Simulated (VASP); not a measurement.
# MgO2 (R-3m) in VASP: notebook

The runs below take MgO2 through single point, with r2SCAN.

All numbers are computed with VASP 6.6.1; they aren't measurements. Logs are shortened: lines on timing, memory, paths and dates and some standing lists are left out, and cuts for length are marked.

### 1 The cell of the first run

Symmetry: R-3m, No. 166, trigonal system. The conventional cell has a = 3.195 Å, b = 3.195 Å, c = 10.446 Å, α = 90.00°, β = 90.00°, γ = 120.00°. Mg (site symmetry -3m) has 6 O at 2.10 Å within 2.8 Å. O (site symmetry 3m) has 1 O at 1.48 Å within 2.0 Å.

### 2 Single point, r2SCAN (10.26 Å³/atom)

Input file POSCAR:

```
MgO2
1.0
    1.5973407121      0.9222250901      3.4820959932
   -1.5973407121      0.9222250901      3.4820959932
    0.0000000000     -1.8444501802      3.4820959932
Mg O
1 2
Direct
    0.0000000000      0.0000000000      0.0000000000
    0.4291250189      0.4291250189      0.4291250189
    0.5708749811      0.5708749811      0.5708749811
```

Input file INCAR.step1:

```
SYSTEM = MgO2
ALGO     = Normal         ! electronic algorithm
EDIFF    = 1E-4           ! SCF threshold, eV
ENCUT    = 520            ! plane-wave cutoff, eV
GGA      = PE             ! functional
ISMEAR   = 0              ! smearing method
LASPH    = .TRUE.         ! aspherical terms in the spheres
LCHARG   = .FALSE.        ! write CHGCAR
LREAL    = .FALSE.        ! projectors in reciprocal space
LWAVE    = .TRUE.         ! write WAVECAR
NBANDS   = 14             ! bands
NELM     = 60             ! most SCF steps
PREC     = Accurate       ! precision mode
SIGMA    = 0.02           ! smearing width, eV
```

Input file INCAR.step2:

```
SYSTEM = MgO2
ALGO     = Normal         ! electronic algorithm
EDIFF    = 1E-6           ! SCF threshold, eV
ENCUT    = 520            ! plane-wave cutoff, eV
ISIF     = 2              ! what is computed and relaxed
ISMEAR   = 0              ! smearing method
ISTART   = 1            
LASPH    = .TRUE.         ! aspherical terms in the spheres
LCHARG   = .FALSE.        ! write CHGCAR
LMIXTAU  = .TRUE.       
LREAL    = .FALSE.        ! projectors in reciprocal space
LWAVE    = .FALSE.        ! write WAVECAR
METAGGA  = R2SCAN         ! meta-GGA
NBANDS   = 14             ! bands
NELM     = 60             ! most SCF steps
PREC     = Accurate       ! precision mode
SIGMA    = 0.02           ! smearing width, eV
```

Input file KPOINTS:

```
k-points
0
G
  12 12 12
  0 0 0
```

Potentials or basis: VASP PAW PBE potentials, release 64 (Mg, O).

On the command line:

```
> cat potpaw_PBE.64/Mg/POTCAR potpaw_PBE.64/O/POTCAR > POTCAR
> cp INCAR.step1 INCAR
> mpirun -np 1 vasp_std > vasp.out
> cp INCAR.step2 INCAR
> mpirun -np 1 vasp_std > vasp.out
```

OUTCAR:

```text
SYSTEM = MgO2
   EDIFF = 1E-6
   ENCUT = 520
   ISIF = 2
   ISMEAR = 0
   ISTART = 1
   LASPH = .TRUE.
   LREAL = .FALSE.
   METAGGA = R2SCAN
   NELM = 60
   PREC = Accurate

 ion  position               nearest neighbor table
   1  0.000  0.000  0.000-   3 2.10   2 2.10   3 2.10   3 2.10   2 2.10   2 2.10
   2  0.429  0.429  0.429-   3 1.48   1 2.10   1 2.10   1 2.10
   3  0.571  0.571  0.571-   2 1.48   1 2.10   1 2.10   1 2.10

  LATTYP: Found a trigonal (rhomboedric) cell.
 ALAT       =     3.9404300493
 COS(alpha) =     0.6713467943

  Lattice vectors:

 A1 = (   1.5973407121,   0.9222250901,   3.4820959932)
 A2 = (  -1.5973407121,   0.9222250901,   3.4820959932)
 A3 = (   0.0000000000,  -1.8444501802,   3.4820959932)

Analysis of symmetry for initial positions (statically):
=====================================================================
 Subroutine PRICEL returns:
 Original cell was already a primitive cell.

 Routine SETGRP: Setting up the symmetry group for a
 trigonal (rhombohedral) supercell.

 Subroutine GETGRP returns: Found 12 space group operations
 (whereof 12 operations were pure point group operations)
 out of a pool of 12 trial point group operations.

The static configuration has the point symmetry D_3d.

Analysis of symmetry for dynamics (positions and initial velocities):
=====================================================================
 Subroutine PRICEL returns:
 Original cell was already a primitive cell.

 Routine SETGRP: Setting up the symmetry group for a
 trigonal (rhombohedral) supercell.

 Subroutine GETGRP returns: Found 12 space group operations
 (whereof 12 operations were pure point group operations)
 out of a pool of 12 trial point group operations.

The dynamic configuration has the point symmetry D_3d.

 Subroutine INISYM returns: Found 12 space group operations
 (whereof 12 operations are pure point group operations),
 and found     1 'primitive' translations

----------------------------------------------------------------------------------------

                                     Primitive cell

  volume of cell :      30.7770

  direct lattice vectors                    reciprocal lattice vectors
     1.597340712  0.922225090  3.482095993     0.313020257  0.180722330  0.095727784
    -1.597340712  0.922225090  3.482095993    -0.313020257  0.180722330  0.095727784
     0.000000000 -1.844450180  3.482095993     0.000000000 -0.361444659  0.095727784

  length of vectors
     3.940430049  3.940430049  3.940430049     0.373906473  0.373906473  0.373906473

  position of ions in fractional coordinates (direct lattice)
     0.000000000  0.000000000  0.000000000
     0.429125019  0.429125019  0.429125019
     0.570874981  0.570874981  0.570874981

  ion indices of the primitive-cell ions
   primitive index   ion index
                 1           1
                 2           2
                 3           3

----------------------------------------------------------------------------------------

 KPOINTS: k-points

Automatic generation of k-mesh.
 Grid dimensions read from file:
 generate k-points for:   12   12   12

 Generating k-lattice:

  Cartesian coordinates                     Fractional coordinates (reciprocal lattice)
     0.026085021  0.015060194  0.007977315     0.083333333  0.000000000  0.000000000
    -0.026085021  0.015060194  0.007977315     0.000000000  0.083333333  0.000000000
     0.000000000 -0.030120388  0.007977315     0.000000000  0.000000000  0.083333333

  Length of vectors
     0.031158873  0.031158873  0.031158873

  Shift w.r.t. Gamma in fractional coordinates (k-lattice)
     0.000000000  0.000000000  0.000000000

 Subroutine IBZKPT returns following result:
 ===========================================

 Found    189 irreducible k-points:

 Following reciprocal coordinates:
            Coordinates               Weight
  0.000000  0.000000  0.000000      1.000000
  0.083333 -0.000000 -0.000000      6.000000
  0.166667  0.000000 -0.000000      6.000000
  0.250000  0.000000 -0.000000      6.000000
  0.333333  0.000000 -0.000000      6.000000
  0.416667  0.000000  0.000000      6.000000
[... 16 lines left out ...]
  0.500000  0.166667 -0.000000     12.000000
 -0.416667  0.166667  0.000000     12.000000
 [... further k-points ...]
   k-points           NKPTS =    189   k-points in BZ     NKDIM =    189   number of bands    NBANDS=     14
   number of dos      NEDOS =    301   number of ions     NIONS =      3
   total plane-waves  NPLWV =  27000
   dimension x,y,z NGX =    30 NGY =   30 NGZ =   30
   dimension x,y,z NGXF=    60 NGYF=   60 NGZF=   60
   ions per type =               1   2
   NGX,Y,Z   is equivalent  to a cutoff of  12.66, 12.66, 12.66 a.u.
   NGXF,Y,Z  is equivalent  to a cutoff of  25.31, 25.31, 25.31 a.u.
 SYSTEM =  MgO2
   PREC   = accura    normal or accurate (medium, high low for compatibility)
   ISTART =      1    job   : 0-new  1-cont  2-samecut
   ICHARG =      0    charge: 1-file 2-atom 10-const
   ISPIN  =      1    spin polarized calculation?
   LNONCOLLINEAR =      F non collinear calculations
   LSORBIT =      F    spin-orbit coupling
   LASPH  =      T    aspherical Exc in radial PAW
   ENCUT  =  520.0 eV  38.22 Ry    6.18 a.u.   7.33  7.33  7.33*2*pi/ulx,y,z
   NELM   =     60;   NELMIN=  2; NELMDL=  0     # of ELM steps
   EDIFF  = 0.1E-05   stopping-criterion for ELM
   LREAL  =      F    real-space projection
   EDIFFG = 0.1E-04   stopping-criterion for IOM
   NSW    =      0    number of steps for IOM
   IBRION =     -1    ionic relax: 0-MD 1-quasi-New 2-CG
   NFREE  =      0    steps in history (QN), initial steepest desc. (CG)
   ISIF   =      2    stress and relaxation
   ISYM   =      2    0-nonsym 1-usesym 2-fastsym
   POTIM  = 0.5000    time-step for ionic-motion
   TEBEG  =    0.0;   TEEND  =   0.0 temperature during run
   PSTRESS=    0.0 pullay stress
   NELECT =      14.0000    total number of electrons
   NUPDOWN=      -1.0000    fix difference up-down
   EMIN   =  10.00;   EMAX   =-10.00  energy-range for DOS
   EFERMI =   0.00;   METHOD = LEGACY
   ISMEAR =     0;   SIGMA  =   0.02  broadening in eV -4-tet -1-fermi 0-gaus
   EFERMI_NEDOS =   21; number of points for ismear=-14 and -15
   IALGO  =     38    algorithm
   IMIX   =      4    mixing-type and parameters
     AMIX     =   0.40;   BMIX     =  1.00
     AMIX_MAG =   1.60;   BMIX_MAG =  1.00
  volume/ion in A,a.u.               =      10.26        69.23
  Fermi-wavevector in a.u.,A,eV,Ry     =   1.259047  2.379254 21.567954  1.585200
  Thomas-Fermi vector in A             =   2.392626
   LORBIT       =      0    0 simple, 1 ext, 2 COOP (PROOUT), +10 PAW based schemes
   METAGGA = R2SCAN    functional components
   LHFCALC =     F    Hartree Fock is set to
   AEXX    =    0.0000 exact exchange contribution
   IVDW    =     0    specifies the selected vdW correction
   LEPSILON=     F    determine dielectric tensor
   LRPA    =     F    only Hartree local field effects (RPA)
 non-spin polarized calculation
 Gauss-broadening in eV      SIGMA  =   0.02
  energy-cutoff  :      520.00
  volume of cell :       30.78
 maximum number of plane-waves:       842
 NGX is ok and might be reduce to    30
   NGX = 15   NGY = 15   NGZ = 15

 number of electron      14.0000002 magnetization

 Free energy of the ion-electron system (eV)
  ---------------------------------------------------
  ext. energy  EPLUGINS =         0.00000000
  ---------------------------------------------------
  free energy    TOTEN  =       -21.56072404 eV

  energy without entropy =      -21.56072404  energy(sigma->0) =      -21.56072404

 E-fermi :   2.4903     XC(G=0): -10.8117

 val. band max:        2.3649206467   @ k =   0.5000   0.5000   0.5000
 cond. band min:       5.3980760536   @ k =   0.5000   0.5000   0.5000
 fundamental gap:      3.0331554069
 Fermi energy:         2.4903424814

 k-point     1 :       0.0000    0.0000    0.0000
  band No.  band energies     occupation
      1     -20.0939      2.00000
      2     -13.0682      2.00000
      3      -5.3182      2.00000
      4      -1.1532      2.00000
      5      -1.1532      2.00000
      6       1.5341      2.00000
      7       1.5341      2.00000
      8       7.6848      0.00000
      9       8.0930      0.00000
     10      15.5770      0.00000
     11      17.5659      0.00000
     12      18.2054      0.00000
     13      18.2054      0.00000
     14      20.2179      0.00000

 k-point     2 :       0.0833   -0.0000   -0.0000
  band No.  band energies     occupation
      1     -20.0628      2.00000
      2     -13.0875      2.00000
      3      -5.2680      2.00000
      4      -1.3476      2.00000
      5      -1.1776      2.00000
      6       1.4855      2.00000
      7       1.5029      2.00000
      8       7.8292      0.00000
      9       8.2173      0.00000
     10      15.6088      0.00000
     11      17.4315      0.00000
     12      17.6803      0.00000
     13      18.4070      0.00000
     14      19.8843      0.00000

 k-point     3 :       0.1667    0.0000   -0.0000
  band No.  band energies     occupation
      1     -19.9761      2.00000
      2     -13.1407      2.00000
      3      -5.1297      2.00000
      4      -1.8467      2.00000
      5      -1.2432      2.00000
      6       1.3735      2.00000
      7       1.4184      2.00000
      8       7.8887      0.00000
      9       8.8434      0.00000
     10      15.6777      0.00000
     11      16.2023      0.00000
     12      17.9499      0.00000
     13      18.9957      0.00000
     14      19.1475      0.00000
[... 324 lines left out ...]
 k-point    23 :       0.5000    0.1667   -0.0000
  band No.  band energies     occupation
      1     -19.5691      2.00000
      2     -13.4671      2.00000
      3      -4.1590      2.00000
      4      -3.5597      2.00000
      5      -1.8430      2.00000
      6       0.8324      2.00000
      7       1.4005      2.00000
      8       7.2411      0.00000
      9      12.4637      0.00000
     10      13.3898      0.00000
     11      15.8042      0.00000
     12      17.9574      0.00000
     13      18.4142      0.00000
     14      20.8394      0.00000

 k-point    24 :      -0.4167    0.1667    0.0000
  band No.  band energies     occupation
      1     -19.5584      2.00000
      2     -13.4135      2.00000
      3      -4.3442      2.00000
      4      -3.4754      2.00000
      5      -1.8961      2.00000
      6       0.8956      2.00000
      7       1.1867      2.00000
      8       7.3363      0.00000
      9      12.5223      0.00000
     10      13.5951      0.00000
     11      16.1047      0.00000
     12      17.8826      0.00000
     13      18.1771      0.00000
     14      20.8404      0.00000

 [... further k-points ...]

------------------------ aborting loop because EDIFF is reached ----------------------------------------

  FORCE on cell =-STRESS in cart. coord.  units (eV):
  Direction    XX          YY          ZZ          XY          YZ          ZX
  --------------------------------------------------------------------------------------
  -------------------------------------------------------------------------------------
  Total       -0.9288239     -0.9288239     -0.4717355      0.0000000      0.0000000      0.0000000
  in kB      -48.3523364    -48.3523364    -24.5574177      0.0000000      0.0000000      0.0000000
  external PRESSURE =     -40.4206968 kB  Pullay stress =       0.0000000 kB

 VOLUME and BASIS-vectors are now :
 -----------------------------------------------------------------------------
  energy-cutoff  :      520.00
  volume of cell :       30.78
      direct lattice vectors                 reciprocal lattice vectors
     1.597340712  0.922225090  3.482095993     0.313020257  0.180722330  0.095727784
    -1.597340712  0.922225090  3.482095993    -0.313020257  0.180722330  0.095727784
     0.000000000 -1.844450180  3.482095993     0.000000000 -0.361444659  0.095727784

 POSITION                                       TOTAL-FORCE (eV/Angst)
 -----------------------------------------------------------------------------------
      0.00000      0.00000      0.00000         0.000000      0.000000      0.000000
      0.00000      0.00000      4.48276         0.000000     -0.000000     -0.279286
      0.00000      0.00000      5.96352         0.000000      0.000000      0.279286
 -----------------------------------------------------------------------------------
    total drift:                               -0.000000     -0.000000      0.000000

  FREE ENERGIE OF THE ION-ELECTRON SYSTEM (eV)
  ---------------------------------------------------
  free  energy   TOTEN  =       -21.5607240372 eV

  energy  without entropy=      -21.5607240372  energy(sigma->0) =      -21.56072404
```

It took 3.7 min on 1 thread of Intel Xeon 6975P-C (Granite Rapids), shared host; peak memory 0.23 GiB.

What came out:

```
Free energy            : -21.5607 eV
Pressure               : -4.0 GPa
Largest force          : 0.279 eV/Å
Band gap on the k mesh : 3.03 eV
```

Forces on the atoms (eV/Å):
```
Mg   0.000  0.000  0.000
O    0.000  0.000 -0.279
O    0.000  0.000  0.279
```

Levels at points of the mesh, in eV from the valence-band top:
| k point | band 4 | band 5 | band 6 | band 7 | band 8 | band 9 | band 10 | band 11 |
| --- | --- | --- | --- | --- | --- | --- | --- | --- |
| (0.00, 0.00, 0.00) | -3.52 | -3.52 | -0.83 | -0.83 | 5.32 | 5.73 | 13.21 | 15.20 |
| (0.50, 0.00, 0.00) | -6.22 | -3.86 | -1.28 | -1.15 | 5.01 | 9.44 | 11.26 | 13.66 |
| (0.50, 0.50, 0.00) | -5.57 | -4.54 | -2.15 | -0.15 | 4.31 | 8.63 | 11.96 | 13.58 |
| (0.50, 0.50, 0.50) | -4.05 | -4.05 | 0.00 | 0.00 | 3.03 | 5.68 | 10.54 | 15.26 |

Caveat: the cell stands under tension; the PAW data sets were made with another functional, which shifts forces and pressure a little.

(Continued in part 2 of 2.)
